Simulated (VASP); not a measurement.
# ZnSe (F-43m) in VASP: notebook, part 2 of 2

VASP 6.6.1.

## 4. Single point, LDA

INCAR reads:

```
PREC = Accurate
ENCUT = 520
EDIFF = 1E-6
ISMEAR = -1
SIGMA = 0.1
LREAL = F
LASPH = T
NELM = 60
ALGO = Normal
ISIF = 2
LWAVE = F
LCHARG = T
GGA = CA
LELF = T
LVHAR = T
NBANDS = 16
```

KPOINTS reads:

```
Automatic mesh
0
Gamma
  10 10 10
```

POSCAR reads:

```
ZnSe
1.0
    0.0000000000      2.7837585820      2.7837585820
    2.7837585820      0.0000000000      2.7837585820
    2.7837585820      2.7837585820      0.0000000000
Zn Se
1 1
Direct
    0.0000000000      0.0000000000      0.0000000000
    0.7500000000      0.7500000000      0.7500000000
```

Potentials or basis: VASP PAW LDA potentials, release 64 (Zn, Se).

On the command line:

```bash
> cat potpaw_LDA.64/Zn/POTCAR potpaw_LDA.64/Se/POTCAR > POTCAR
> mpirun -np 1 vasp_std > vasp.out
```

OUTCAR:

```text
PREC = Accurate
   ENCUT = 520
   EDIFF = 1E-6
   ISMEAR = -1
   LREAL = F
   LASPH = T
   NELM = 60
   ISIF = 2
   GGA = CA

 ion  position               nearest neighbor table
   1  0.000  0.000  0.000-   2 2.41   2 2.41   2 2.41   2 2.41
   2  0.750  0.750  0.750-   1 2.41   1 2.41   1 2.41   1 2.41

  LATTYP: Found a face centered cubic cell.
 ALAT       =     5.5675171640

  Lattice vectors:

 A1 = (   0.0000000000,   2.7837585820,   2.7837585820)
 A2 = (   2.7837585820,   0.0000000000,   2.7837585820)
 A3 = (   2.7837585820,   2.7837585820,   0.0000000000)

Analysis of symmetry for initial positions (statically):
=====================================================================
 Subroutine PRICEL returns:
 Original cell was already a primitive cell.

 Routine SETGRP: Setting up the symmetry group for a
 face centered cubic supercell.

 Subroutine GETGRP returns: Found 24 space group operations
 (whereof 24 operations were pure point group operations)
 out of a pool of 48 trial point group operations.

The static configuration has the point symmetry T_d .

Analysis of symmetry for dynamics (positions and initial velocities):
=====================================================================
 Subroutine PRICEL returns:
 Original cell was already a primitive cell.

 Routine SETGRP: Setting up the symmetry group for a
 face centered cubic supercell.

 Subroutine GETGRP returns: Found 24 space group operations
 (whereof 24 operations were pure point group operations)
 out of a pool of 48 trial point group operations.

The dynamic configuration has the point symmetry T_d .

 Subroutine INISYM returns: Found 24 space group operations
 (whereof 24 operations are pure point group operations),
 and found     1 'primitive' translations

----------------------------------------------------------------------------------------

                                     Primitive cell

  volume of cell :      43.1444

  direct lattice vectors                    reciprocal lattice vectors
     0.000000000  2.783758582  2.783758582    -0.179613277  0.179613277  0.179613277
     2.783758582  0.000000000  2.783758582     0.179613277 -0.179613277  0.179613277
     2.783758582  2.783758582  0.000000000     0.179613277  0.179613277 -0.179613277

  length of vectors
     3.936829141  3.936829141  3.936829141     0.311099321  0.311099321  0.311099321

  position of ions in fractional coordinates (direct lattice)
     0.000000000  0.000000000  0.000000000
     0.750000000  0.750000000  0.750000000

  ion indices of the primitive-cell ions
   primitive index   ion index
                 1           1
                 2           2

----------------------------------------------------------------------------------------

 KPOINTS: Automatic mesh

Automatic generation of k-mesh.
 Grid dimensions read from file:
 generate k-points for:   10   10   10

 Generating k-lattice:

  Cartesian coordinates                     Fractional coordinates (reciprocal lattice)
    -0.017961328  0.017961328  0.017961328     0.100000000  0.000000000  0.000000000
     0.017961328 -0.017961328  0.017961328     0.000000000  0.100000000  0.000000000
     0.017961328  0.017961328 -0.017961328     0.000000000  0.000000000  0.100000000

  Length of vectors
     0.031109932  0.031109932  0.031109932

  Shift w.r.t. Gamma in fractional coordinates (k-lattice)
     0.000000000  0.000000000  0.000000000

 Subroutine IBZKPT returns following result:
 ===========================================

 Found     47 irreducible k-points:

 Following reciprocal coordinates:
            Coordinates               Weight
  0.000000  0.000000  0.000000      1.000000
  0.100000  0.000000  0.000000      8.000000
  0.200000  0.000000  0.000000      8.000000
  0.300000  0.000000  0.000000      8.000000
  0.400000  0.000000  0.000000      8.000000
  0.500000  0.000000  0.000000      4.000000
[... 16 lines left out ...]
  0.300000  0.300000  0.000000      6.000000
  0.400000  0.300000  0.000000     24.000000
 [... further k-points ...]
   k-points           NKPTS =     47   k-points in BZ     NKDIM =     47   number of bands    NBANDS=     16
   number of dos      NEDOS =    301   number of ions     NIONS =      2
   total plane-waves  NPLWV =  27000
   dimension x,y,z NGX =    30 NGY =   30 NGZ =   30
   dimension x,y,z NGXF=    60 NGYF=   60 NGZF=   60
   ions per type =               1   1
   NGX,Y,Z   is equivalent  to a cutoff of  12.67, 12.67, 12.67 a.u.
   NGXF,Y,Z  is equivalent  to a cutoff of  25.34, 25.34, 25.34 a.u.
 SYSTEM =  unknown system
   PREC   = accura    normal or accurate (medium, high low for compatibility)
   ISTART =      0    job   : 0-new  1-cont  2-samecut
   ICHARG =      2    charge: 1-file 2-atom 10-const
   ISPIN  =      1    spin polarized calculation?
   LNONCOLLINEAR =      F non collinear calculations
   LSORBIT =      F    spin-orbit coupling
   LASPH  =      T    aspherical Exc in radial PAW
   ENCUT  =  520.0 eV  38.22 Ry    6.18 a.u.   7.32  7.32  7.32*2*pi/ulx,y,z
   NELM   =     60;   NELMIN=  2; NELMDL= -5     # of ELM steps
   EDIFF  = 0.1E-05   stopping-criterion for ELM
   LREAL  =      F    real-space projection
   EDIFFG = 0.1E-04   stopping-criterion for IOM
   NSW    =      0    number of steps for IOM
   IBRION =     -1    ionic relax: 0-MD 1-quasi-New 2-CG
   NFREE  =      0    steps in history (QN), initial steepest desc. (CG)
   ISIF   =      2    stress and relaxation
   ISYM   =      2    0-nonsym 1-usesym 2-fastsym
   POTIM  = 0.5000    time-step for ionic-motion
   TEBEG  =    0.0;   TEEND  =   0.0 temperature during run
   PSTRESS=    0.0 pullay stress
   NELECT =      18.0000    total number of electrons
   NUPDOWN=      -1.0000    fix difference up-down
   EMIN   =  10.00;   EMAX   =-10.00  energy-range for DOS
   EFERMI =   0.00;   METHOD = LEGACY
   ISMEAR =    -1;   SIGMA  =   0.10  broadening in eV -4-tet -1-fermi 0-gaus
   EFERMI_NEDOS =   21; number of points for ismear=-14 and -15
   IALGO  =     38    algorithm
   IMIX   =      4    mixing-type and parameters
     AMIX     =   0.40;   BMIX     =  1.00
     AMIX_MAG =   1.60;   BMIX_MAG =  1.00
  volume/ion in A,a.u.               =      21.57       145.58
  Fermi-wavevector in a.u.,A,eV,Ry     =   1.223275  2.311655 20.359781  1.496402
  Thomas-Fermi vector in A             =   2.358392
   LORBIT       =      0    0 simple, 1 ext, 2 COOP (PROOUT), +10 PAW based schemes
   GGA     = CA    functional components
   LHFCALC =     F    Hartree Fock is set to
   AEXX    =    0.0000 exact exchange contribution
   IVDW    =     0    specifies the selected vdW correction
   LEPSILON=     F    determine dielectric tensor
   LRPA    =     F    only Hartree local field effects (RPA)
 non-spin polarized calculation
  energy-cutoff  :      520.00
  volume of cell :       43.14
 maximum number of plane-waves:      1211
 NGX is ok and might be reduce to    30
   NGX = 15   NGY = 15   NGZ = 15

 number of electron      17.9999987 magnetization

 Free energy of the ion-electron system (eV)
  ---------------------------------------------------
  ext. energy  EPLUGINS =         0.00000000
  ---------------------------------------------------
  free energy    TOTEN  =        -7.37255665 eV

  energy without entropy =       -7.37253829  energy(sigma->0) =       -7.37254747

 E-fermi :   2.7644     XC(G=0):  -9.9382

 val. band max:        1.9913591948   @ k =   0.0000   0.0000   0.0000
 cond. band min:       3.2815490793   @ k =   0.0000   0.0000   0.0000
 fundamental gap:      1.2901898845
 Fermi energy:         2.7643578460

 k-point     1 :       0.0000    0.0000    0.0000
  band No.  band energies     occupation
      1     -11.6555      2.00000
      2      -4.8938      2.00000
      3      -4.8938      2.00000
      4      -4.8938      2.00000
      5      -4.4851      2.00000
      6      -4.4851      2.00000
[... 8 lines left out ...]
     15      13.5822      0.00000
     16      13.5822      0.00000
[... 419 lines left out ...]
 k-point    24 :       0.4000    0.3000    0.0000
  band No.  band energies     occupation
      1     -10.7335      2.00000
      2      -4.8850      2.00000
      3      -4.6905      2.00000
      4      -4.6814      2.00000
      5      -4.4553      2.00000
      6      -4.4439      2.00000
[... 8 lines left out ...]
     15      15.4912      0.00000
     16      16.9240      0.00000

 [... further k-points ...]

------------------------ aborting loop because EDIFF is reached ----------------------------------------

  FORCE on cell =-STRESS in cart. coord.  units (eV):
  Direction    XX          YY          ZZ          XY          YZ          ZX
  --------------------------------------------------------------------------------------
  -------------------------------------------------------------------------------------
  Total        0.0988692      0.0988692      0.0988692      0.0000000     -0.0000000     -0.0000000
  in kB        3.6715286      3.6715286      3.6715286      0.0000000     -0.0000000     -0.0000000
  external PRESSURE =       3.6715286 kB  Pullay stress =       0.0000000 kB

 VOLUME and BASIS-vectors are now :
 -----------------------------------------------------------------------------
  energy-cutoff  :      520.00
  volume of cell :       43.14
      direct lattice vectors                 reciprocal lattice vectors
     0.000000000  2.783758582  2.783758582    -0.179613277  0.179613277  0.179613277
     2.783758582  0.000000000  2.783758582     0.179613277 -0.179613277  0.179613277
     2.783758582  2.783758582  0.000000000     0.179613277  0.179613277 -0.179613277

 POSITION                                       TOTAL-FORCE (eV/Angst)
 -----------------------------------------------------------------------------------
      0.00000      0.00000      0.00000         0.000000      0.000000      0.000000
      4.17564      4.17564      4.17564        -0.000000     -0.000000     -0.000000
 -----------------------------------------------------------------------------------
    total drift:                                0.000000      0.000000     -0.000000

  FREE ENERGIE OF THE ION-ELECTRON SYSTEM (eV)
  ---------------------------------------------------
  free  energy   TOTEN  =        -7.3725566466 eV

  energy  without entropy=       -7.3725382879  energy(sigma->0) =       -7.37254747
```

OSZICAR:

```text
N       E                     dE             d eps       ncg     rms          rms(c)
DAV:   1     0.866452367781E+02    0.86645E+02   -0.88580E+03  1504   0.131E+03
DAV:   2    -0.234120037157E+01   -0.88986E+02   -0.84347E+02  1664   0.256E+02
DAV:   3    -0.764221982335E+01   -0.53010E+01   -0.52811E+01  1912   0.613E+01
DAV:   4    -0.768419352832E+01   -0.41974E-01   -0.41970E-01  1752   0.585E+00
DAV:   5    -0.768439624329E+01   -0.20271E-03   -0.20271E-03  1968   0.366E-01    0.529E+00
DAV:   6    -0.740439818523E+01    0.28000E+00   -0.55647E-01  2200   0.256E+01    0.399E+00
DAV:   7    -0.737764969557E+01    0.26748E-01   -0.15414E-01  1792   0.384E+00    0.166E+00
DAV:   8    -0.737310207881E+01    0.45476E-02   -0.34864E-03  2320   0.834E-01    0.422E-01
DAV:   9    -0.737254700230E+01    0.55508E-03   -0.94570E-04  1648   0.251E-01    0.566E-02
DAV:  10    -0.737256564943E+01   -0.18647E-04   -0.13038E-04  2120   0.124E-01    0.185E-02
DAV:  11    -0.737255663573E+01    0.90137E-05   -0.17967E-05  2248   0.668E-02    0.509E-03
DAV:  12    -0.737255664659E+01   -0.10858E-07   -0.28158E-06  1712   0.124E-02
   1 F= -.73725566E+01 E0= -.73725475E+01  d E =-.183587E-04
```

It took 13 s on 1 thread of Intel Xeon 6975P-C (Granite Rapids), shared host; peak memory 0.17 GiB.

What came out:

```yaml
Free_energy: -7.3726 eV
Pressure: 0.4 GPa
Band_gap_on_the_k_mesh: 1.29 eV
```

## 5. Relaxation of cell and atoms, LDA

This run uses another cell than the first one, of 22.76 Å³/atom.

INCAR reads:

```
PREC = Accurate
ENCUT = 600
EDIFF = 1E-6
ISMEAR = 0
SIGMA = 0.01
LREAL = False
LASPH = True
NELM = 60
ALGO = Normal
ISIF = 3
LWAVE = False
LCHARG = False
IBRION = 2
NSW = 100
EDIFFG = -0.001
```

KPOINTS reads:

```
regular mesh
0
Gamma
  8 8 8
```

POSCAR reads:

```
ZnSe
1.0
    0.0000000000      2.8338000000      2.8338000000
    2.8338000000      0.0000000000      2.8338000000
    2.8338000000      2.8338000000      0.0000000000
Zn Se
1 1
Direct
    0.0000000000      0.0000000000      0.0000000000
    0.7500000000      0.7500000000      0.7500000000
```

On the command line:

```bash
> cat potpaw_LDA.64/Zn/POTCAR potpaw_LDA.64/Se/POTCAR > POTCAR
> mpirun -np 1 vasp_std > vasp.out
```

Run time: 32 s. Hardware: 1 thread of Intel Xeon 6975P-C (Granite Rapids), shared host; peak memory 0.17 GiB.

Results (log left out):

| Quantity | Value |
| --- | --- |
| Free energy | -7.3723 eV |
| Relaxed volume | 21.67 Å³/atom |
| Relaxed cell | a = 3.943 Å, b = 3.943 Å, c = 3.943 Å, α = 60.00°, β = 60.00°, γ = 60.00° |
| Space group after relaxing (to 0.1 Å) | F-43m (No. 216) |
| Energy gained by relaxing | 11.0 meV/atom |
| Ionic steps | 12 |
| Pressure after relaxing | 0.0 GPa |
| Band gap on the k mesh | 1.27 eV |

Step by step:
```tsv
step	energy change (eV)	largest force (eV/Å)	pressure (GPa)	volume (Å³)
1	0.0000	0.0000	-3.13	45.51
2	-0.0194	0.0000	1.19	42.65
3	-0.0220	0.0000	-0.16	43.35
4	-0.0220	0.0000	0.11	43.26
5	-0.0220	0.0000	0.02	43.35
6	-0.0220	0.0000	-0.07	43.37
7	-0.0220	0.0000	0.01	43.36
8	-0.0220	0.0000	-0.03	43.36
9	-0.0220	0.0000	-0.02	43.36
10	-0.0220	0.0000	0.03	43.34
11	-0.0220	0.0000	-0.04	43.35
12	-0.0220	0.0000	0.00	43.35
```

Final structure:
```xyz
2
Lattice="0.0000 2.7881 2.7881 2.7881 0.0000 2.7881 2.7881 2.7881 0.0000" Properties=species:S:1:pos:R:3 pbc="T T T"
Zn    0.0000    0.0000    0.0000
Se    4.1822    4.1822    4.1822
```

Levels at points of the mesh, in eV from the valence-band top:
```
           k point  band 5  band 6  band 7  band 8  band 9  band 10  band 11  band 12  band 13
(0.00, 0.00, 0.00)   -6.46   -6.46    0.00    0.00    0.00     1.27     5.68     5.68     5.68
(0.50, 0.00, 0.00)   -6.44   -6.28   -5.61   -0.95   -0.95     2.46     6.27     6.27     8.48
(0.50, 0.50, 0.00)   -6.41   -6.26   -5.04   -2.38   -2.38     2.70     3.32    10.89    11.43
```

As with any semilocal functional, this LDA gap is likely too small. LDA usually gives volumes a few per cent too small.

## 6. Relaxation of cell and atoms, LDA

This run uses another cell than the first one, of 22.76 Å³/atom.

INCAR reads:

```
ALGO = Normal
EDIFF = 1E-7
EDIFFG = -0.002
ENCUT = 600
IBRION = 2
ISIF = 3
ISMEAR = -1
LASPH = True
LCHARG = False
LREAL = False
LWAVE = False
NELM = 60
NSW = 100
PREC = Accurate
SIGMA = 0.1
```

KPOINTS reads:

```
k-points
0
Gamma
  10 10 10
```

POSCAR is that of step 5.

Potentials or basis: VASP PAW LDA potentials, release 64 (Zn, Se).

On the command line:

```bash
> cat potpaw_LDA.64/Zn/POTCAR potpaw_LDA.64/Se/POTCAR > POTCAR
> mpirun -np 1 vasp_std > vasp.out
```

Run time: 23 s. Hardware: 1 thread of Intel Xeon 6975P-C (Granite Rapids), shared host; peak memory 0.18 GiB.

Results (log left out):

- Free energy: -7.3732 eV
- Relaxed volume: 21.67 Å³/atom
- Relaxed cell: a = 3.943 Å, b = 3.943 Å, c = 3.943 Å, α = 60.00°, β = 60.00°, γ = 60.00°
- Space group after relaxing (to 0.1 Å): F-43m (No. 216)
- Energy gained by relaxing: 11.0 meV/atom
- Ionic steps: 3
- Pressure after relaxing: 0.0 GPa
- Band gap on the k mesh: 1.27 eV

The path:
```csv
step,energy change (eV),largest force (eV/Å),pressure (GPa),volume (Å³)
1,0.0000,0.0000,-3.12,45.51
2,-0.0195,0.0000,1.17,42.66
3,-0.0220,0.0000,0.00,43.34
```

Final structure:
```yaml
crystal:
  lattice:
    - [0.00000, 2.78804, 2.78804]
    - [2.78804, 0.00000, 2.78804]
    - [2.78804, 2.78804, 0.00000]
  atoms:
    - { symbol: Zn, position: [0.00000, 0.00000, 0.00000] }
    - { symbol: Se, position: [0.75000, 0.75000, 0.75000] }
```

Levels at points of the mesh, in eV from the valence-band top:
| k point | band 6 | band 7 | band 8 | band 9 | band 10 | band 11 | band 12 | band 13 |
| --- | --- | --- | --- | --- | --- | --- | --- | --- |
| (0.00, 0.00, 0.00) | -6.46 | 0.00 | 0.00 | 0.00 | 1.27 | 5.69 | 5.69 | 5.69 |
| (0.50, 0.00, 0.00) | -6.28 | -5.61 | -0.95 | -0.95 | 2.46 | 6.28 | 6.28 | 8.48 |
| (0.50, 0.50, 0.00) | -6.26 | -5.04 | -2.38 | -2.38 | 2.70 | 3.32 | 10.89 | 11.43 |

LDA usually gives volumes a few per cent too small. Zero-point motion and thermal expansion aren't in these numbers.

## 7. The runs side by side

| task | cell | k mesh | cutoff (eV) | smearing | gap on the mesh (eV) | pressure (GPa) | relaxed volume (Å³/atom) |
| --- | --- | --- | --- | --- | --- | --- | --- |
| single point | a = 3.937 Å, angles 60.0°, 2 atoms | 8 × 8 × 8 | 520 | gaussian 0.01 eV | 1.29 | 0.4 | - |
| single point | a = 3.937 Å, angles 60.0°, 2 atoms | 10 × 10 × 10 | 520 | fermi-dirac 0.1 eV | 1.29 | 0.4 | - |
| relaxation of cell and atoms | relaxed from a = 4.008 Å, angles 60.0°, 2 atoms | 8 × 8 × 8 | 600 | gaussian 0.01 eV | 1.27 | 0.0 | 21.67 |
| relaxation of cell and atoms | relaxed from a = 4.008 Å, angles 60.0°, 2 atoms | 10 × 10 × 10 | 600 | fermi-dirac 0.1 eV | 1.27 | 0.0 | 21.67 |

Alike in all rows: level LDA; potentials or basis VASP PAW LDA potentials, release 64 (Zn, Se); no spin polarisation.

Absolute energies hang on the potentials; compare differences alone.

## 8. How close it comes

Step 2. Against the measured gap of ZnSe, 2.695 eV (an exciton energy, a little under the gap; 300 K; “Alloy Disordering Effects on the Thermal Conductivity and Energy Gap Temperature Dependence of Cd1−xZnxSe Ternary Crystals Grown by the Bridgman Method”, 2023, pmc:10253836), the calculated 1.29 eV is off by -1.41 eV. So large a miss can be the level of theory's own, or it may mean another phase, state or a wrong row. Spin-orbit coupling on Se is left out. The value is that of LDA, without temperature or zero-point motion. Semilocal functionals fall short of measured gaps as a rule.

Step 3. Against the measured gap of ZnSe, 2.695 eV (an exciton energy, a little under the gap; 300 K; “Alloy Disordering Effects on the Thermal Conductivity and Energy Gap Temperature Dependence of Cd1−xZnxSe Ternary Crystals Grown by the Bridgman Method”, 2023, pmc:10253836), the calculated 1.29 eV is off by -1.41 eV. So large a miss can be the level of theory's own, or it may mean another phase, state or a wrong row. Spin-orbit coupling on Se is left out. The value is that of LDA, without temperature or zero-point motion. Semilocal functionals fall short of measured gaps as a rule.
